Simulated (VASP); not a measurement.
Input of a VASP 6.6.1 run:

File POSCAR:

```
V
1.0
    2.6385650605      0.0000000000      0.0000000000
   -1.3192825302      2.2850643718      0.0000000000
    0.0000000000      0.0000000000      4.7854922858
V
2
Direct
    0.3333333333      0.6666666667      0.2500000000
    0.6666666667      0.3333333333      0.7500000000
```

INCAR.step1

```
SYSTEM = V
PREC = Accurate
ENCUT = 520
ISMEAR = -1
SIGMA = 0.05
LREAL = .False.
LASPH = .True.
NELM = 150
ISPIN = 2
MAGMOM = 2 2
LMAXMIX = 4
NBANDS = 24
GGA = PE
ALGO = Normal
EDIFF = 1E-4
LWAVE = .True.
LCHARG = .False.
```

The input INCAR.step2:

```
SYSTEM = V
PREC = Accurate
ENCUT = 520
EDIFF = 1E-6
ISMEAR = -1
SIGMA = 0.05
LREAL = .False.
LASPH = .True.
NELM = 150
ALGO = Normal
ISIF = 2
LWAVE = .False.
LCHARG = .False.
ISPIN = 2
MAGMOM = 2 2
LORBIT = 11
LMAXMIX = 4
METAGGA = R2SCAN
LMIXTAU = .True.
NBANDS = 24
ISTART = 1
```

File KPOINTS:

```
Automatic mesh
0
Gamma
  12 12 6
  0 0 0
```

Potentials or basis: VASP PAW PBE potentials, release 64 (V_sv).

Command:

```sh
$ cat potpaw_PBE.64/V_sv/POTCAR > POTCAR
$ cp INCAR.step1 INCAR
$ mpirun -np 1 vasp_std > vasp.out
$ cp INCAR.step2 INCAR
$ mpirun -np 1 vasp_std > vasp.out
```

Predict the band gap on the k mesh.

zero (filled and empty bands overlap).

Estimate the net moment.

0.00 μB per cell.

Stress tensor (GPa, compression positive):
```
-8.48  0.00  0.00
 0.00 -8.48  0.00
 0.00  0.00 -9.78
```

Caveat: the cell stands under tension; the moments typed at the start vanished in this run; the PAW data sets were made with another functional, which shifts forces and pressure a little.
